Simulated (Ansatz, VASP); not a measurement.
# Si: VASP beside Ansatz

```
CELL_PARAMETERS angstrom
0.00000 5.43000 5.43000
5.43000 0.00000 5.43000
5.43000 5.43000 0.00000
ATOMIC_POSITIONS crystal
Si 0.00060 0.00077 0.99978
Si 0.12499 0.12504 0.12465
Si 0.00031 0.00037 0.49839
Si 0.12200 0.12205 0.62759
Si 0.00024 0.49870 0.99976
Si 0.12153 0.62844 0.12125
Si 0.99406 0.50213 0.50135
Si 0.12190 0.62803 0.62759
Si 0.49866 0.00033 0.99979
Si 0.62829 0.12168 0.12134
Si 0.50206 0.99411 0.50144
Si 0.62800 0.12192 0.62763
Si 0.50167 0.50182 0.99390
Si 0.62790 0.62797 0.12161
Si 0.50174 0.50175 0.50154
Si 0.62480 0.62484 0.62467
Si 0.37481 0.37489 0.37434
```

Alike in both runs: functional LDA; k mesh 2 × 2 × 2; occupations fermi-dirac, width 0.02 eV; no spin polarisation.

Ansatz relaxed the structure, and its values are those at the end. VASP's run is a single point on that final structure, the one shown.

```csv
,VASP,Ansatz
version,VASP 6.6.1,Ansatz 0.2.0
potentials or method,"VASP PAW LDA potentials, release 64 (Si), cutoff 520 eV","scalar-relativistic, plane waves, PAW"
valence electrons in the cell,68,68
```

Ansatz gave:

- rms of the force components (eV/Å): 0.008

Task: What did VASP give for the same quantities?

Result: rms of the force components (eV/Å): 0.009.

Ansatz warns that its potentials were made for another functional, while VASP's fit it. LDA's correlation is that of Perdew and Zunger in VASP and of Perdew and Wang (1992) in Ansatz.

The k mesh is coarse, so the values compare programs but aren't converged.
